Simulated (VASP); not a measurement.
# Mg (Im-3m) in VASP: further runs

Runs on Mg. Level: PBEsol. Tasks: single point.

Everything below comes from runs of VASP 6.6.1. Logs are shortened: lines on timing, memory, paths and dates and some standing lists are left out, and cuts for length are marked.

**1. The cell of the first run**

The structure is cubic, space group Im-3m (No. 229). Conventional cell: a = 3.059 Å, b = 3.059 Å, c = 3.059 Å, α = 90.00°, β = 90.00°, γ = 90.00°. Within 3.5 Å of Mg (site symmetry m-3m) lie 14 Mg at 2.65 to 3.06 Å.

This isn't the form of Mg at room conditions, which is hcp.

**2. Single point, PBEsol**

File INCAR:

```
PREC = Accurate
ENCUT = 600
EDIFF = 1E-6
ISMEAR = -1
SIGMA = 0.1
LREAL = F
LASPH = T
NELM = 120
ALGO = Normal
ISIF = 2
LWAVE = F
LCHARG = F
GGA = PS
NBANDS = 7
GGA_COMPAT = F
```

File KPOINTS:

```
Automatic mesh
0
Gamma
  10 10 10
```

File POSCAR:

```
Mg
1.0
   -1.5292588350      1.5292588350      1.5292588350
    1.5292588350     -1.5292588350      1.5292588350
    1.5292588350      1.5292588350     -1.5292588350
Mg
1
Direct
    0.0000000000      0.0000000000      0.0000000000
```

Potentials or basis: VASP PAW PBE potentials, release 64 (Mg).

Launch:

```console
cat potpaw_PBE.64/Mg/POTCAR > POTCAR
mpirun -np 1 vasp_std > vasp.out
```

OUTCAR:

```text
PREC = Accurate
   ENCUT = 600
   EDIFF = 1E-6
   ISMEAR = -1
   LREAL = F
   LASPH = T
   NELM = 120
   ISIF = 2
   GGA = PS

 ion  position               nearest neighbor table
   1  0.000  0.000  0.000-

  LATTYP: Found a body centered cubic cell.
 ALAT       =     3.0585176700

  Lattice vectors:

 A1 = (  -1.5292588350,   1.5292588350,   1.5292588350)
 A2 = (   1.5292588350,  -1.5292588350,   1.5292588350)
 A3 = (   1.5292588350,   1.5292588350,  -1.5292588350)

Analysis of symmetry for initial positions (statically):
=====================================================================
 Subroutine PRICEL returns:
 Original cell was already a primitive cell.

 Routine SETGRP: Setting up the symmetry group for a
 body centered cubic supercell.

 Subroutine GETGRP returns: Found 48 space group operations
 (whereof 48 operations were pure point group operations)
 out of a pool of 48 trial point group operations.

The static configuration has the point symmetry O_h .

Analysis of symmetry for dynamics (positions and initial velocities):
=====================================================================
 Subroutine PRICEL returns:
 Original cell was already a primitive cell.

 Routine SETGRP: Setting up the symmetry group for a
 body centered cubic supercell.

 Subroutine GETGRP returns: Found 48 space group operations
 (whereof 48 operations were pure point group operations)
 out of a pool of 48 trial point group operations.

The dynamic configuration has the point symmetry O_h .

 Subroutine INISYM returns: Found 48 space group operations
 (whereof 48 operations are pure point group operations),
 and found     1 'primitive' translations

----------------------------------------------------------------------------------------

                                     Primitive cell

  volume of cell :      14.3055

  direct lattice vectors                    reciprocal lattice vectors
    -1.529258835  1.529258835  1.529258835     0.000000000  0.326955770  0.326955770
     1.529258835 -1.529258835  1.529258835     0.326955770  0.000000000  0.326955770
     1.529258835  1.529258835 -1.529258835     0.326955770  0.326955770  0.000000000

  length of vectors
     2.648754000  2.648754000  2.648754000     0.462385284  0.462385284  0.462385284

  position of ions in fractional coordinates (direct lattice)
     0.000000000  0.000000000  0.000000000

  ion indices of the primitive-cell ions
   primitive index   ion index
                 1           1

----------------------------------------------------------------------------------------

 KPOINTS: Automatic mesh

Automatic generation of k-mesh.
 Grid dimensions read from file:
 generate k-points for:   10   10   10

 Generating k-lattice:

  Cartesian coordinates                     Fractional coordinates (reciprocal lattice)
     0.000000000  0.032695577  0.032695577     0.100000000  0.000000000  0.000000000
     0.032695577  0.000000000  0.032695577     0.000000000  0.100000000  0.000000000
     0.032695577  0.032695577  0.000000000     0.000000000  0.000000000  0.100000000

  Length of vectors
     0.046238528  0.046238528  0.046238528

  Shift w.r.t. Gamma in fractional coordinates (k-lattice)
     0.000000000  0.000000000  0.000000000

 Subroutine IBZKPT returns following result:
 ===========================================

 Found     47 irreducible k-points:

 Following reciprocal coordinates:
            Coordinates               Weight
  0.000000  0.000000  0.000000      1.000000
  0.100000  0.000000  0.000000     12.000000
  0.200000  0.000000  0.000000     12.000000
  0.300000  0.000000  0.000000     12.000000
  0.400000  0.000000  0.000000     12.000000
  0.500000  0.000000  0.000000      6.000000
[... 16 lines left out ...]
  0.300000  0.300000  0.100000      8.000000
 -0.300000  0.300000  0.100000     24.000000
 [... further k-points ...]
   k-points           NKPTS =     47   k-points in BZ     NKDIM =     47   number of bands    NBANDS=      7
   number of dos      NEDOS =    301   number of ions     NIONS =      1
   total plane-waves  NPLWV =  13824
   dimension x,y,z NGX =    24 NGY =   24 NGZ =   24
   dimension x,y,z NGXF=    48 NGYF=   48 NGZF=   48
   ions per type =               1
   NGX,Y,Z   is equivalent  to a cutoff of  15.06, 15.06, 15.06 a.u.
   NGXF,Y,Z  is equivalent  to a cutoff of  30.13, 30.13, 30.13 a.u.
 SYSTEM =  unknown system
   PREC   = accura    normal or accurate (medium, high low for compatibility)
   ISTART =      0    job   : 0-new  1-cont  2-samecut
   ICHARG =      2    charge: 1-file 2-atom 10-const
   ISPIN  =      1    spin polarized calculation?
   LNONCOLLINEAR =      F non collinear calculations
   LSORBIT =      F    spin-orbit coupling
   LASPH  =      T    aspherical Exc in radial PAW
   ENCUT  =  600.0 eV  44.10 Ry    6.64 a.u.   5.29  5.29  5.29*2*pi/ulx,y,z
   NELM   =    120;   NELMIN=  2; NELMDL= -5     # of ELM steps
   EDIFF  = 0.1E-05   stopping-criterion for ELM
   LREAL  =      F    real-space projection
   EDIFFG = 0.1E-04   stopping-criterion for IOM
   NSW    =      0    number of steps for IOM
   IBRION =     -1    ionic relax: 0-MD 1-quasi-New 2-CG
   NFREE  =      0    steps in history (QN), initial steepest desc. (CG)
   ISIF   =      2    stress and relaxation
   ISYM   =      2    0-nonsym 1-usesym 2-fastsym
   POTIM  = 0.5000    time-step for ionic-motion
   TEBEG  =    0.0;   TEEND  =   0.0 temperature during run
   PSTRESS=    0.0 pullay stress
   NELECT =       2.0000    total number of electrons
   NUPDOWN=      -1.0000    fix difference up-down
   EMIN   =  10.00;   EMAX   =-10.00  energy-range for DOS
   EFERMI =   0.00;   METHOD = LEGACY
   ISMEAR =    -1;   SIGMA  =   0.10  broadening in eV -4-tet -1-fermi 0-gaus
   EFERMI_NEDOS =   21; number of points for ismear=-14 and -15
   IALGO  =     38    algorithm
   IMIX   =      4    mixing-type and parameters
     AMIX     =   0.40;   BMIX     =  1.00
     AMIX_MAG =   1.60;   BMIX_MAG =  1.00
  volume/ion in A,a.u.               =      14.31        96.54
  Fermi-wavevector in a.u.,A,eV,Ry     =   0.849670  1.605644  9.822588  0.721940
  Thomas-Fermi vector in A             =   1.965528
   LORBIT       =      0    0 simple, 1 ext, 2 COOP (PROOUT), +10 PAW based schemes
   GGA     = PS    functional components
   LHFCALC =     F    Hartree Fock is set to
   AEXX    =    0.0000 exact exchange contribution
   IVDW    =     0    specifies the selected vdW correction
   LEPSILON=     F    determine dielectric tensor
   LRPA    =     F    only Hartree local field effects (RPA)
 non-spin polarized calculation
  energy-cutoff  :      600.00
  volume of cell :       14.31
 maximum number of plane-waves:       490
 NGX is ok and might be reduce to    24
   NGX = 11   NGY = 11   NGZ = 11

 number of electron       2.0000000 magnetization

 Free energy of the ion-electron system (eV)
  ---------------------------------------------------
  ext. energy  EPLUGINS =         0.00000000
  ---------------------------------------------------
  free energy    TOTEN  =        -0.98727032 eV

  energy without entropy =       -0.97377156  energy(sigma->0) =       -0.98052094

 E-fermi :   5.7839     XC(G=0): -10.1682

 val. band max:        5.6193918018   @ k =   0.3000   0.2000   0.2000
 cond. band min:       5.8720495711   @ k =  -0.4000   0.4000   0.4000
 fundamental gap:      0.2526577692
 Fermi energy:         5.7838984000

 k-point     1 :       0.0000    0.0000    0.0000
  band No.  band energies     occupation
      1      -3.6155      2.00000
      2      22.1618      0.00000
      3      22.1618      0.00000
      4      22.1618      0.00000
      5      24.7772      0.00000
      6      24.7772      0.00000
      7      26.4381      0.00000

 k-point     2 :       0.1000    0.0000    0.0000
  band No.  band energies     occupation
      1      -3.2918      2.00000
      2      19.4058      0.00000
      3      20.7552      0.00000
      4      21.7013      0.00000
      5      23.2377      0.00000
      6      23.5849      0.00000
      7      27.7329      0.00000

 k-point     3 :       0.2000    0.0000    0.0000
  band No.  band energies     occupation
      1      -2.3313      2.00000
      2      15.0019      0.00000
      3      18.7955      0.00000
      4      20.8336      0.00000
      5      21.5469      0.00000
      6      23.3067      0.00000
      7      28.1773      0.00000

 k-point     4 :       0.3000    0.0000    0.0000
  band No.  band energies     occupation
      1      -0.7655      2.00000
      2      10.9300      0.00000
      3      17.2877      0.00000
      4      20.0815      0.00000
      5      20.3317      0.00000
      6      22.7092      0.00000
      7      29.2448      0.00000

 k-point     5 :       0.4000    0.0000    0.0000
  band No.  band energies     occupation
      1       1.3485      2.00000
      2       7.3299      0.00000
      3      16.3642      0.00000
      4      19.6073      0.00000
      5      19.6111      0.00000
      6      22.0910      0.00000
      7      30.0728      0.00000
[... 161 lines left out ...]
 k-point    22 :      -0.2000    0.2000    0.1000
  band No.  band energies     occupation
      1      -2.0148      2.00000
      2      15.1619      0.00000
      3      17.3472      0.00000
      4      19.1057      0.00000
      5      22.6132      0.00000
      6      23.1472      0.00000
      7      27.0325      0.00000

 k-point    23 :       0.3000    0.3000    0.1000
  band No.  band energies     occupation
      1       5.8942      0.49834
      2       5.8942      0.49834
      3       8.2706      0.00000
      4      14.1948      0.00000
      5      28.7177      0.00000
      6      28.7177      0.00000
      7      31.0999      0.00000

 k-point    24 :      -0.3000    0.3000    0.1000
  band No.  band energies     occupation
      1      -0.4576      2.00000
      2      11.1614      0.00000
      3      16.0144      0.00000
      4      18.3642      0.00000
      5      21.8727      0.00000
      6      23.5479      0.00000
      7      25.9818      0.00000

 [... further k-points ...]

------------------------ aborting loop because EDIFF is reached ----------------------------------------

  FORCE on cell =-STRESS in cart. coord.  units (eV):
  Direction    XX          YY          ZZ          XY          YZ          ZX
  --------------------------------------------------------------------------------------
  -------------------------------------------------------------------------------------
  Total        3.6384762      3.6384762      3.6384762      0.0000000      0.0000000     -0.0000000
  in kB      407.4995523    407.4995523    407.4995523      0.0000000      0.0000000     -0.0000000
  external PRESSURE =     407.4995523 kB  Pullay stress =       0.0000000 kB

 VOLUME and BASIS-vectors are now :
 -----------------------------------------------------------------------------
  energy-cutoff  :      600.00
  volume of cell :       14.31
      direct lattice vectors                 reciprocal lattice vectors
    -1.529258835  1.529258835  1.529258835     0.000000000  0.326955770  0.326955770
     1.529258835 -1.529258835  1.529258835     0.326955770  0.000000000  0.326955770
     1.529258835  1.529258835 -1.529258835     0.326955770  0.326955770  0.000000000

 POSITION                                       TOTAL-FORCE (eV/Angst)
 -----------------------------------------------------------------------------------
      0.00000      0.00000      0.00000         0.000000      0.000000     -0.000000
 -----------------------------------------------------------------------------------
    total drift:                                0.000000     -0.000000      0.000000

  FREE ENERGIE OF THE ION-ELECTRON SYSTEM (eV)
  ---------------------------------------------------
  free  energy   TOTEN  =        -0.9872703209 eV

  energy  without entropy=       -0.9737715589  energy(sigma->0) =       -0.98052094
```

Wall time 2.6 s (1 thread of Intel Xeon 6975P-C (Granite Rapids), shared host); peak memory 0.13 GiB.

What came out:

```yaml
Free_energy: -0.9873 eV
Pressure: 40.7 GPa
Band_gap_on_the_k_mesh: zero (bands 1 and 2 overlap by 4.88 eV)
```

Caveat: the cell stands under pressure; the PAW data sets were made with another functional, which shifts forces and pressure a little.

**3. Single point, PBEsol**

This run uses another cell than the first one, of 12.89 Å³/atom.

File INCAR:

```
ALGO = Normal
EDIFF = 1E-6
ENCUT = 600
GGA = PS
GGA_COMPAT = False
ISIF = 2
ISMEAR = -1
LASPH = True
LCHARG = False
LREAL = False
LWAVE = False
NBANDS = 7
NELM = 120
PREC = Accurate
SIGMA = 0.1
```

File KPOINTS:

```
k-points
0
Gamma
  10 10 10
```

File POSCAR:

```
Mg
1.0
   -1.4770726679      1.4770726679      1.4770726679
    1.4770726679     -1.4770726679      1.4770726679
    1.4770726679      1.4770726679     -1.4770726679
Mg
1
Direct
    0.0000000000      0.0000000000      0.0000000000
```

Potentials or basis: VASP PAW PBE potentials, release 64 (Mg).

Launch:

```console
cat potpaw_PBE.64/Mg/POTCAR > POTCAR
mpirun -np 1 vasp_std > vasp.out
```

It took 2.3 s on 1 thread of Intel Xeon 6975P-C (Granite Rapids), shared host; peak memory 0.12 GiB.

It converged, with:

| Quantity | Value |
| --- | --- |
| Free energy | -0.5426 eV |
| Pressure | 61.3 GPa |
| Band gap on the k mesh | zero (bands 1 and 2 overlap by 4.83 eV) |

Levels at points of the mesh, in eV from the Fermi level:
```
           k point  band 1  band 2  band 3  band 4  band 5  band 6
(0.00, 0.00, 0.00)   -9.97   17.26   17.26   17.26   20.03   20.03
(0.50, 0.00, 0.00)   -2.46   -1.07   10.69   14.49   14.92   17.32
(0.50, 0.50, 0.50)    3.77    3.77    6.01    6.01    6.01   15.51
```

Caveat: the cell stands under pressure; the PAW data sets were made with another functional, which shifts forces and pressure a little.
